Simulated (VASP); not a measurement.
A run of VASP 6.6.1:

The input INCAR:

```
SYSTEM = MgCu3H6Cl2O6
ALGO = Normal
EDIFF = 1E-7
ENCUT = 520
GGA = PE
ISIF = 2
ISMEAR = -1
ISPIN = 2
LASPH = .True.
LCHARG = .False.
LMAXMIX = 4
LORBIT = 11
LREAL = Auto
LWAVE = .False.
MAGMOM = 0 1 1 1 0 0 0 0 0 0 0 0 0 0 0 0 0 0
NBANDS = 64
NELM = 150
PREC = Accurate
SIGMA = 0.02
```

File KPOINTS:

```
k-points
0
Gamma
  4 4 4
  0 0 0
```

Contents of POSCAR:

```
MgCu3H6Cl2O6
1.0
    6.2733000000      0.0000000000      0.0000000000
   -3.1366500000      5.4328371656      0.0000000000
    0.0000000000      0.0000000000      5.7472000000
Mg Cu H Cl O
1 3 6 2 6
Direct
    0.0000000000      0.0000000000      0.0000000000
    0.5000000000      0.0000000000      0.0000000000
    0.0000000000      0.5000000000      0.0000000000
    0.5000000000      0.5000000000      0.0000000000
    0.2018986280      0.7981013720      0.3225105491
    0.2018986280      0.4037972559      0.3225105491
    0.5962027441      0.7981013720      0.3225105491
    0.7981013720      0.2018986280      0.6774894509
    0.4037972559      0.2018986280      0.6774894509
    0.7981013720      0.5962027441      0.6774894509
    0.6666666667      0.3333333333      0.3815887097
    0.3333333333      0.6666666667      0.6184112903
    0.6498556453      0.8249278226      0.1586450415
    0.1750721774      0.8249278226      0.1586450415
    0.1750721774      0.3501443547      0.1586450415
    0.8249278226      0.6498556453      0.8413549585
    0.8249278226      0.1750721774      0.8413549585
    0.3501443547      0.1750721774      0.8413549585
```

Potentials or basis: VASP PAW PBE potentials, release 64 (Mg, Cu, H, Cl, O).

The run is started by

```console
$ cat potpaw_PBE.64/Mg/POTCAR potpaw_PBE.64/Cu/POTCAR potpaw_PBE.64/H/POTCAR potpaw_PBE.64/Cl/POTCAR potpaw_PBE.64/O/POTCAR > POTCAR
$ mpirun -np 1 vasp_std > vasp.out
```

Hardware: 1 thread of Intel(R) Xeon(R) 6975P-C (Granite Rapids) (shared host).

**Question.** How long does it take, and how much memory?

**Answer.** Run time: 8.2 min on 1 thread of Intel(R) Xeon(R) 6975P-C (Granite Rapids) (shared host), peak memory 0.55 GiB. Counts: scf iterations 20, k points 13.
